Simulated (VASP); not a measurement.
Here is a VASP 6.6.1 calculation.

The input INCAR:

```
  ALGO = Normal
  EDIFF = 1E-6
  ENCUT = 500
  GGA = PE
  GGA_COMPAT = False
  ISIF = 2
  ISMEAR = -1
  ISPIN = 2
  LASPH = True
  LCHARG = False
  LDAU = True
  LDAUJ = 0
  LDAUL = 2
  LDAUPRINT = 1
  LDAUTYPE = 2
  LDAUU = 6.7
  LMAXMIX = 4
  LORBIT = 11
  LREAL = False
  LWAVE = False
  MAGMOM = 2
  NBANDS = 16
  NELM = 200
  PREC = Accurate
  SIGMA = 0.1
```

KPOINTS

```
k-points
0
Gamma
  13 13 13
```

Contents of POSCAR:

```
V
1.0
   -1.5084600000      1.5084600000      1.5084600000
    1.5084600000     -1.5084600000      1.5084600000
    1.5084600000      1.5084600000     -1.5084600000
V
1
Direct
    0.0000000000      0.0000000000      0.0000000000
```

Potentials or basis: VASP PAW PBE potentials, release 64 (V_sv).

Command:

```sh
$ cat potpaw_PBE.64/V_sv/POTCAR > POTCAR
$ mpirun -np 1 vasp_std > vasp.out
```

Task: Predict the site moments.

Result: V +2.22 μB.

Task: Estimate the net moment.

Result: 2.38 μB per cell.

Task: What does it give for the pressure?

Result: 60.7 GPa.

Eigenvalues of the final occupation matrices:
```
    site  spin  trace               eigenvalues
site 1 d     1   2.62  0.13 0.13 0.78 0.78 0.78
site 1 d     2   0.45  0.04 0.04 0.04 0.17 0.17
```

Caveat: the U is typed as a test and isn't derived for this compound. The state reached can hang on the start; a lower one may exist.
